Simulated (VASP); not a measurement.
# C (Fmmm) in VASP: notebook

C is run at these levels: PBE; tasks: single point, relaxation of cell and atoms.

Everything below comes from runs of VASP 6.6.1. Logs are shortened: lines on timing, memory, paths and dates and some standing lists are left out, and cuts for length are marked.

## (1) The cell of the first run

Symmetry: Fmmm, No. 69, orthorhombic system. Conventional cell: a = 2.466 Å, b = 4.272 Å, c = 8.594 Å, α = 90.00°, β = 90.00°, γ = 90.00°. C (site symmetry m2m) has 3 C at 1.42 Å within 1.9 Å.

## (2) Single point, PBE

File INCAR:

```
PREC = Accurate ; ENCUT = 520
EDIFF = 1E-6 ; ISMEAR = 0
SIGMA = 0.02 ; LREAL = F
LASPH = T ; NELM = 100
ALGO = Normal ; ISIF = 2
LWAVE = F ; LCHARG = T
GGA = PE ; LELF = T
LVHAR = T ; NBANDS = 11
```

File KPOINTS:

```
Automatic mesh
0
Gamma
  14 14 14
```

File POSCAR:

```
C
1.0
    0.0000000000      2.1360288435      4.2967849794
    1.2332440235      0.0000000000      4.2967849794
    1.2332440235      2.1360288435      0.0000000000
C
2
Direct
    0.1666684889      0.8333315111      0.1666684889
    0.8333315111      0.1666684889      0.8333315111
```

Potentials or basis: VASP PAW PBE potentials, release 64 (C).

On the command line:

```sh
cat potpaw_PBE.64/C/POTCAR > POTCAR
mpirun -np 1 vasp_std > vasp.out
```

OUTCAR:

```text
PREC = Accurate
   ENCUT = 520
   EDIFF = 1E-6
   ISMEAR = 0
   LREAL = F
   LASPH = T
   NELM = 100
   ISIF = 2
   GGA = PE

 ion  position               nearest neighbor table
   1  0.167  0.833  0.167-   2 1.42   2 1.42   2 1.42
   2  0.833  0.167  0.833-   1 1.42   1 1.42   1 1.42

  LATTYP: Found a face centered orthorhombic cell.
 ALAT       =     2.4664880470
 B/A-ratio  =     1.7320407014
 C/A-ratio  =     3.4841320108

  Lattice vectors:

 A1 = (   0.0000000000,   2.1360288435,   4.2967849794)
 A2 = (   1.2332440235,   0.0000000000,   4.2967849794)
 A3 = (   1.2332440235,   2.1360288435,   0.0000000000)

Analysis of symmetry for initial positions (statically):
=====================================================================
 Subroutine PRICEL returns:
 Original cell was already a primitive cell.

 Routine SETGRP: Setting up the symmetry group for a
 face centered orthorhombic supercell.

 Subroutine GETGRP returns: Found  8 space group operations
 (whereof  8 operations were pure point group operations)
 out of a pool of  8 trial point group operations.

The static configuration has the point symmetry D_2h.

Analysis of symmetry for dynamics (positions and initial velocities):
=====================================================================
 Subroutine PRICEL returns:
 Original cell was already a primitive cell.

 Routine SETGRP: Setting up the symmetry group for a
 face centered orthorhombic supercell.

 Subroutine GETGRP returns: Found  8 space group operations
 (whereof  8 operations were pure point group operations)
 out of a pool of  8 trial point group operations.

The dynamic configuration has the point symmetry D_2h.

 Subroutine INISYM returns: Found  8 space group operations
 (whereof  8 operations are pure point group operations),
 and found     1 'primitive' translations

----------------------------------------------------------------------------------------

                                     Primitive cell

  volume of cell :      22.6376

  direct lattice vectors                    reciprocal lattice vectors
     0.000000000  2.136028844  4.296784979    -0.405434764  0.234079236  0.116366074
     1.233244023  0.000000000  4.296784979     0.405434764 -0.234079236  0.116366074
     1.233244023  2.136028844  0.000000000     0.405434764  0.234079236 -0.116366074

  length of vectors
     4.798435201  4.470263077  2.466477253     0.482401804  0.482401804  0.482401804

  position of ions in fractional coordinates (direct lattice)
     0.166668489  0.833331511  0.166668489
     0.833331511  0.166668489  0.833331511

  ion indices of the primitive-cell ions
   primitive index   ion index
                 1           1
                 2           2

----------------------------------------------------------------------------------------

 KPOINTS: Automatic mesh

Automatic generation of k-mesh.
 Grid dimensions read from file:
 generate k-points for:   14   14   14

 Generating k-lattice:

  Cartesian coordinates                     Fractional coordinates (reciprocal lattice)
    -0.028959626  0.016719945  0.008311862     0.071428571  0.000000000  0.000000000
     0.028959626 -0.016719945  0.008311862    -0.000000000  0.071428571 -0.000000000
     0.028959626  0.016719945 -0.008311862     0.000000000 -0.000000000  0.071428571

  Length of vectors
     0.034457272  0.034457272  0.034457272

  Shift w.r.t. Gamma in fractional coordinates (k-lattice)
     0.000000000  0.000000000  0.000000000

 Subroutine IBZKPT returns following result:
 ===========================================

 Found    428 irreducible k-points:

 Following reciprocal coordinates:
            Coordinates               Weight
  0.000000  0.000000  0.000000      1.000000
  0.071429  0.000000  0.000000      8.000000
  0.142857 -0.000000  0.000000      8.000000
  0.214286  0.000000  0.000000      8.000000
  0.285714 -0.000000  0.000000      8.000000
  0.357143  0.000000  0.000000      8.000000
[... 16 lines left out ...]
  0.214286  0.142857 -0.000000      8.000000
  0.285714  0.142857 -0.000000      8.000000
 [... further k-points ...]
   k-points           NKPTS =    428   k-points in BZ     NKDIM =    428   number of bands    NBANDS=     11
   number of dos      NEDOS =    301   number of ions     NIONS =      2
   total plane-waves  NPLWV =  23328
   dimension x,y,z NGX =    36 NGY =   36 NGZ =   18
   dimension x,y,z NGXF=    72 NGYF=   72 NGZF=   36
   ions per type =               2
   NGX,Y,Z   is equivalent  to a cutoff of  12.47, 13.39, 12.13 a.u.
   NGXF,Y,Z  is equivalent  to a cutoff of  24.95, 26.78, 24.26 a.u.
 SYSTEM =  unknown system
   PREC   = accura    normal or accurate (medium, high low for compatibility)
   ISTART =      0    job   : 0-new  1-cont  2-samecut
   ICHARG =      2    charge: 1-file 2-atom 10-const
   ISPIN  =      1    spin polarized calculation?
   LNONCOLLINEAR =      F non collinear calculations
   LSORBIT =      F    spin-orbit coupling
   LASPH  =      T    aspherical Exc in radial PAW
   ENCUT  =  520.0 eV  38.22 Ry    6.18 a.u.   8.92  8.31  4.59*2*pi/ulx,y,z
   NELM   =    100;   NELMIN=  2; NELMDL= -5     # of ELM steps
   EDIFF  = 0.1E-05   stopping-criterion for ELM
   LREAL  =      F    real-space projection
   EDIFFG = 0.1E-04   stopping-criterion for IOM
   NSW    =      0    number of steps for IOM
   IBRION =     -1    ionic relax: 0-MD 1-quasi-New 2-CG
   NFREE  =      0    steps in history (QN), initial steepest desc. (CG)
   ISIF   =      2    stress and relaxation
   ISYM   =      2    0-nonsym 1-usesym 2-fastsym
   POTIM  = 0.5000    time-step for ionic-motion
   TEBEG  =    0.0;   TEEND  =   0.0 temperature during run
   PSTRESS=    0.0 pullay stress
   NELECT =       8.0000    total number of electrons
   NUPDOWN=      -1.0000    fix difference up-down
   EMIN   =  10.00;   EMAX   =-10.00  energy-range for DOS
   EFERMI =   0.00;   METHOD = LEGACY
   ISMEAR =     0;   SIGMA  =   0.02  broadening in eV -4-tet -1-fermi 0-gaus
   EFERMI_NEDOS =   21; number of points for ismear=-14 and -15
   IALGO  =     38    algorithm
   IMIX   =      4    mixing-type and parameters
     AMIX     =   0.40;   BMIX     =  1.00
     AMIX_MAG =   1.60;   BMIX_MAG =  1.00
  volume/ion in A,a.u.               =      11.32        76.38
  Fermi-wavevector in a.u.,A,eV,Ry     =   1.157430  2.187226 18.226981  1.339645
  Thomas-Fermi vector in A             =   2.294042
   LORBIT       =      0    0 simple, 1 ext, 2 COOP (PROOUT), +10 PAW based schemes
   GGA     = PE    functional components
   LHFCALC =     F    Hartree Fock is set to
   AEXX    =    0.0000 exact exchange contribution
   IVDW    =     0    specifies the selected vdW correction
   LEPSILON=     F    determine dielectric tensor
   LRPA    =     F    only Hartree local field effects (RPA)
 non-spin polarized calculation
 Gauss-broadening in eV      SIGMA  =   0.02
  energy-cutoff  :      520.00
  volume of cell :       22.64
 maximum number of plane-waves:       625
   NGX = 17   NGY = 17   NGZ =  9

 number of electron       8.0000000 magnetization

 Free energy of the ion-electron system (eV)
  ---------------------------------------------------
  ext. energy  EPLUGINS =         0.00000000
  ---------------------------------------------------
  free energy    TOTEN  =       -18.45396762 eV

  energy without entropy =      -18.45396762  energy(sigma->0) =      -18.45396762

 E-fermi :   2.4610     XC(G=0):  -8.6730

 val. band max:        2.2505436112   @ k =   0.5000  -0.1429   0.3571
 cond. band min:       3.2853073247   @ k =  -0.0714   0.2857   0.2857
 fundamental gap:      1.0347637135
 Fermi energy:         2.4610136449

 k-point     1 :       0.0000    0.0000    0.0000
  band No.  band energies     occupation
      1     -16.7930      2.00000
      2      -4.6388      2.00000
      3      -0.3052      2.00000
      4      -0.3043      2.00000
      5       5.8029      0.00000
      6      11.0414      0.00000
      7      11.0477      0.00000
      8      14.1514      0.00000
      9      15.2260      0.00000
     10      19.2404      0.00000
     11      25.2418      0.00000

 k-point     2 :       0.0714    0.0000    0.0000
  band No.  band energies     occupation
      1     -16.6721      2.00000
      2      -4.5028      2.00000
      3      -0.7887      2.00000
      4      -0.5580      2.00000
      5       5.9875      0.00000
      6      11.1034      0.00000
      7      11.5581      0.00000
      8      13.7301      0.00000
      9      15.4488      0.00000
     10      19.2157      0.00000
     11      25.6350      0.00000

 k-point     3 :       0.1429   -0.0000    0.0000
  band No.  band energies     occupation
      1     -16.3098      2.00000
      2      -4.0966      2.00000
      3      -2.0562      2.00000
      4      -1.1854      2.00000
      5       6.5399      0.00000
      6      11.1073      0.00000
      7      12.5700      0.00000
      8      12.9612      0.00000
      9      16.1730      0.00000
     10      19.1468      0.00000
     11      26.3047      0.00000

 k-point     4 :       0.2143    0.0000    0.0000
  band No.  band energies     occupation
      1     -15.7097      2.00000
      2      -3.7608      2.00000
      3      -3.4275      2.00000
      4      -1.9445      2.00000
      5       7.4525      0.00000
      6      10.8980      0.00000
      7      10.9221      0.00000
      8      14.9721      0.00000
      9      17.3209      0.00000
     10      19.0382      0.00000
     11      24.1901      0.00000

 k-point     5 :       0.2857   -0.0000    0.0000
  band No.  band energies     occupation
      1     -14.8778      2.00000
      2      -5.6337      2.00000
      3      -2.6535      2.00000
      4      -2.5137      2.00000
      5       8.6380      0.00000
      6       9.0308      0.00000
      7      10.6426      0.00000
      8      17.3260      0.00000
      9      18.5190      0.00000
     10      18.8605      0.00000
     11      22.4854      0.00000
[... 211 lines left out ...]
 k-point    21 :      -0.0714    0.0714    0.0000
  band No.  band energies     occupation
      1     -16.3114      2.00000
      2      -4.0727      2.00000
      3      -2.0560      2.00000
      4      -1.1854      2.00000
      5       6.4330      0.00000
      6      11.1077      0.00000
      7      12.5675      0.00000
      8      12.9611      0.00000
      9      16.1753      0.00000
     10      19.4706      0.00000
     11      26.4300      0.00000

 k-point    22 :       0.1429    0.1429    0.0000
  band No.  band energies     occupation
      1     -16.7870      2.00000
      2      -4.7311      2.00000
      3      -0.3051      2.00000
      4      -0.3046      2.00000
      5       6.2285      0.00000
      6      11.0417      0.00000
      7      11.0457      0.00000
      8      14.1529      0.00000
      9      15.2232      0.00000
     10      17.9313      0.00000
     11      25.2318      0.00000

 k-point    23 :       0.2143    0.1429   -0.0000
  band No.  band energies     occupation
      1     -16.6632      2.00000
      2      -4.6331      2.00000
      3      -0.7893      2.00000
      4      -0.5580      2.00000
      5       6.6132      0.00000
      6      11.1013      0.00000
      7      11.5579      0.00000
      8      13.7361      0.00000
      9      15.4433      0.00000
     10      17.4642      0.00000
     11      25.6126      0.00000

 k-point    24 :       0.2857    0.1429   -0.0000
  band No.  band energies     occupation
      1     -16.2991      2.00000
      2      -4.2546      2.00000
      3      -2.0575      2.00000
      4      -1.1854      2.00000
      5       7.3453      0.00000
      6      11.1031      0.00000
      7      12.5882      0.00000
      8      12.9610      0.00000
      9      16.1558      0.00000
     10      17.1987      0.00000
     11      26.2017      0.00000

 [... further k-points ...]
[... 5 lines left out ...]
  --------------------------------------------------------------------------------------
  -------------------------------------------------------------------------------------
  Total        0.0764791      0.0775094     -0.0022313      0.0000000      0.0000000      0.0000000
  in kB        5.4128221      5.4857415     -0.1579193      0.0000000      0.0000000      0.0000000
  external PRESSURE =       3.5802147 kB  Pullay stress =       0.0000000 kB

 VOLUME and BASIS-vectors are now :
 -----------------------------------------------------------------------------
  energy-cutoff  :      520.00
  volume of cell :       22.64
      direct lattice vectors                 reciprocal lattice vectors
     0.000000000  2.136028844  4.296784979    -0.405434764  0.234079236  0.116366074
     1.233244023  0.000000000  4.296784979     0.405434764 -0.234079236  0.116366074
     1.233244023  2.136028844  0.000000000     0.405434764  0.234079236 -0.116366074

 POSITION                                       TOTAL-FORCE (eV/Angst)
 -----------------------------------------------------------------------------------
      1.23324      0.71202      4.29678         0.000000      0.001311      0.000000
      1.23324      3.56004      4.29678         0.000000     -0.001311      0.000000
 -----------------------------------------------------------------------------------
    total drift:                                0.000000      0.000000      0.000000

  FREE ENERGIE OF THE ION-ELECTRON SYSTEM (eV)
  ---------------------------------------------------
  free  energy   TOTEN  =       -18.4539676174 eV

  energy  without entropy=      -18.4539676174  energy(sigma->0) =      -18.45396762
```

Wall time 4.3 min (1 thread of Intel Xeon 8259CL, shared host); peak memory 0.22 GiB.

What came out:

| Property | Result |
| --- | --- |
| Free energy | -18.4540 eV |
| Pressure | 0.4 GPa |

Stress tensor (GPa, compression positive):
```
 0.54  0.00  0.00
 0.00  0.55  0.00
 0.00  0.00 -0.02
```

Caveat: this functional lacks dispersion, which binds layers or chains, so the pressure and a relaxed spacing across them are unreliable.

## (3) Relaxation of cell and atoms, PBE

This run uses another cell than the first one, of 8.74 Å³/atom.

File INCAR:

```
SYSTEM = C
PREC = Accurate
ENCUT = 600
EDIFF = 1E-6
ISMEAR = 0
SIGMA = 0.02
LREAL = .FALSE.
LASPH = .TRUE.
NELM = 60
ALGO = Normal
ISIF = 3
LWAVE = .FALSE.
LCHARG = .FALSE.
GGA = PE
IBRION = 2
NSW = 100
EDIFFG = -0.005
```

File KPOINTS:

```
regular mesh
0
G
  14 14 14
  0 0 0
```

File POSCAR:

```
C
1.0
    0.0000000000      2.1270000000      3.3480000000
    1.2280000000      0.0000000000      3.3480000000
    1.2280000000      2.1270000000      0.0000000000
C
2
Direct
    0.1666700000      0.8333300000      0.1666700000
    0.8333300000      0.1666700000      0.8333300000
```

Potentials or basis: VASP PAW PBE potentials, release 64 (C).

On the command line:

```sh
cat potpaw_PBE.64/C/POTCAR > POTCAR
mpirun -np 1 vasp_std > vasp.out
```

It took 23 min on 1 thread of Intel Xeon 8259CL, shared host; peak memory 0.19 GiB.

Results (log left out):

```yaml
Free_energy: -18.4510 eV
Relaxed_volume: 10.44 Å³/atom
Relaxed_cell: a = 4.501 Å, b = 4.149 Å, c = 2.467 Å, α = 81.45°, β = 65.72°, γ = 32.82°
Space_group_after_relaxing_to_0.1_Å: Fmmm (No. 69)
Energy_gained_by_relaxing: 15.1 meV/atom
Ionic_steps: 23
Pressure_after_relaxing: 0.0 GPa
Largest_force_after_relaxing: 0.004 eV/Å
```

Forces in eV/Å, atoms in the order of the input:
```
C    0.000  0.004  0.000
C    0.000 -0.004  0.000
```

Stress tensor (GPa, compression positive):
```
 0.07  0.00  0.00
 0.00 -0.04  0.00
 0.00  0.00 -0.02
```

The path:
| step | energy change (eV) | largest force (eV/Å) | pressure (GPa) | volume (Å³) |
| --- | --- | --- | --- | --- |
| 1 | 0.0000 | 0.0314 | 4.63 | 17.49 |
| 2 | 0.0055 | 0.1258 | -6.10 | 18.14 |
| 3 | -0.0036 | 0.0337 | 0.31 | 17.74 |
| 4 | -0.0074 | 0.0872 | 0.21 | 17.92 |
| 5 | -0.0146 | 0.4563 | 0.01 | 18.49 |
| 6 | -0.0126 | 1.2255 | -0.03 | 19.62 |
| 7 | -0.0161 | 0.7952 | -0.03 | 18.99 |
| 8 | -0.0167 | 0.7731 | -0.07 | 19.02 |
| 9 | -0.0184 | 0.7076 | -0.04 | 19.11 |
| 10 | -0.0214 | 0.5772 | -0.01 | 19.28 |
| 11 | -0.0258 | 0.3186 | 0.05 | 19.62 |
| 12 | -0.0293 | 0.1889 | 0.25 | 20.31 |
| 13 | -0.0296 | 0.1570 | 0.21 | 20.39 |
| 14 | -0.0300 | 0.0799 | 0.18 | 20.60 |
| 15 | -0.0301 | 0.0755 | 0.07 | 21.01 |
| 16 | -0.0302 | 0.0027 | 0.18 | 20.80 |
| 17 | -0.0302 | 0.0336 | 0.07 | 20.90 |
| 18 | -0.0302 | 0.0083 | 0.22 | 20.83 |
| 19 | -0.0302 | 0.0210 | 0.09 | 20.87 |
| 20 | -0.0302 | 0.0154 | 0.15 | 20.85 |
| 21 | -0.0302 | 0.0073 | 0.04 | 20.87 |
| 22 | -0.0302 | 0.0061 | 0.06 | 20.88 |
| 23 | -0.0302 | 0.0036 | 0.00 | 20.88 |

Final structure:
```xyz
2
Lattice="0.0000 2.1367 3.9616 1.2334 0.0000 3.9616 1.2334 2.1367 0.0000" Properties=species:S:1:pos:R:3 pbc="T T T"
C     1.2334    0.7123    3.9616
C     1.2334    3.5612    3.9616
```

Caveat: the volume moved by over 15 % at a fixed basis, so the end points are rough; this functional lacks dispersion, which binds layers or chains, so the pressure and a relaxed spacing across them are unreliable.
